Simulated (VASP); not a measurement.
Here is a VASP 6.6.1 calculation.

INCAR

```
SYSTEM = RbBr
PREC = Accurate
ENCUT = 520
EDIFF = 1E-6
ISMEAR = 0
SIGMA = 0.02
LREAL = .FALSE.
LASPH = .TRUE.
NELM = 80
ALGO = Normal
ISIF = 2
LWAVE = .FALSE.
LCHARG = .FALSE.
GGA = PE
NBANDS = 33
```

Contents of KPOINTS:

```
Automatic mesh
0
G
  6 6 2
  0 0 0
```

Contents of POSCAR:

```
RbBr
1.0
    4.9621272024      0.0000000000      0.0000000000
   -2.4810636012      4.2973282141      0.0000000000
    0.0000000000      0.0000000000     12.1546809292
Rb Br
3 3
Direct
    0.0000000000      0.0000000000      0.0000000000
    0.3333333333      0.6666666667      0.3333333333
    0.6666666667      0.3333333333      0.6666666667
    0.6666666667      0.3333333333      0.1666666667
    0.0000000000      0.0000000000      0.5000000000
    0.3333333333      0.6666666667      0.8333333333
```

Potentials or basis: VASP PAW PBE potentials, release 64 (Rb_sv, Br).

Run with:

```bash
$ cat potpaw_PBE.64/Rb_sv/POTCAR potpaw_PBE.64/Br/POTCAR > POTCAR
$ mpirun -np 1 vasp_std > vasp.out
```

(1) Estimate the pressure.

(2) What does it give for the band gap on the k mesh?

Answers

(1) 0.0 GPa.

(2) 4.19 eV.
